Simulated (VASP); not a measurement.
Input of a VASP 6.6.1 run:

The input INCAR:

```
SYSTEM = ScAlN2
PREC = Accurate
ENCUT = 600
EDIFF = 1E-6
ISMEAR = 0
SIGMA = 0.15
LREAL = .False.
LASPH = .True.
NELM = 120
ALGO = Normal
ISIF = 2
LWAVE = .False.
LCHARG = .False.
GGA = PE
NBANDS = 20
GGA_COMPAT = .False.
```

File KPOINTS:

```
regular mesh
0
Gamma
  4 4 4
  0 0 0
```

File POSCAR:

```
ScAlN2
1.0
    3.8264191110      0.0000000000      0.0000000000
    0.0000000000      3.8264191110      0.0000000000
    0.0000000000      0.0000000000      2.7304781262
Sc Al N
1 1 2
Direct
    0.0000000000      0.0000000000      0.0000000000
    0.5000000000      0.5000000000      0.0000000000
    0.0000000000      0.5000000000      0.5000000000
    0.5000000000      0.0000000000      0.5000000000
```

Potentials or basis: VASP PAW PBE potentials, release 64 (Sc_sv, Al, N).

Launch:

```sh
$ cat potpaw_PBE.64/Sc_sv/POTCAR potpaw_PBE.64/Al/POTCAR potpaw_PBE.64/N/POTCAR > POTCAR
$ mpirun -np 1 vasp_std > vasp.out
```

Problem. Predict the band gap on the k mesh.

Solution. Zero (band 12 reaches 8.78 eV, above the bottom of band 13 at 7.71 eV).

Problem. Predict the pressure.

Solution. 0.3 GPa.

Stress tensor (GPa, compression positive):
```
0.42 0.00 0.00
0.00 0.42 0.00
0.00 0.00 0.00
```

Caveat: the k points lie up to 0.58 Å⁻¹ apart.
